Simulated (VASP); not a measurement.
## SrO: single point with PBE

Crystal: SrO.

```
Sr O
1.0
     0.08565    2.66554    2.66554
     2.66554    0.08565    2.66554
     2.66554    2.66554    0.08565
Sr O
1 1
Direct
  0.00000 0.00000 0.00000
  0.50000 0.50000 0.50000
```

This cell differs from its parent crystal: strain along [111] +5.0%.

```yaml
Program: VASP 6.6.1
Task: single point
Functional: PBE
Potentials_or_basis: VASP PAW PBE potentials, release 64 (Sr_sv, O)
Cutoff: 520 eV
k_mesh: 8 × 8 × 8
Occupations: fermi-dirac, width 0.02 eV
Spin: no spin polarisation
```

| Property | Result |
| --- | --- |
| Pressure | -1.9 GPa |
| Band gap on the k mesh | 3.23 eV (least direct gap 3.35 eV) |

Stress tensor (GPa, compression positive):
```
-1.89 -1.91 -1.91
-1.91 -1.89 -1.91
-1.91 -1.91 -1.89
```

Levels at points of the mesh, in eV from the valence-band top:
```
           k point  band 6  band 7  band 8  band 9  band 10  band 11
(0.00, 0.00, 0.00)   -0.11    0.00    0.00    3.50     5.69     6.18
(0.50, 0.00, 0.00)   -2.10   -1.22   -1.00    6.22     7.97     8.29
(0.50, 0.50, 0.00)   -0.58   -0.21   -0.12    3.23     7.29     9.69
(0.50, 0.50, 0.50)   -2.12   -0.93   -0.93    6.10     7.89     8.24
```

Wall time 27 s on 1 thread of AMD EPYC 9R45 (Zen 5) (shared host), peak memory 0.14 GiB.

Caveat: the cell differs from its parent crystal (strain along [111] +5.0%). A k mesh can miss the band edges.
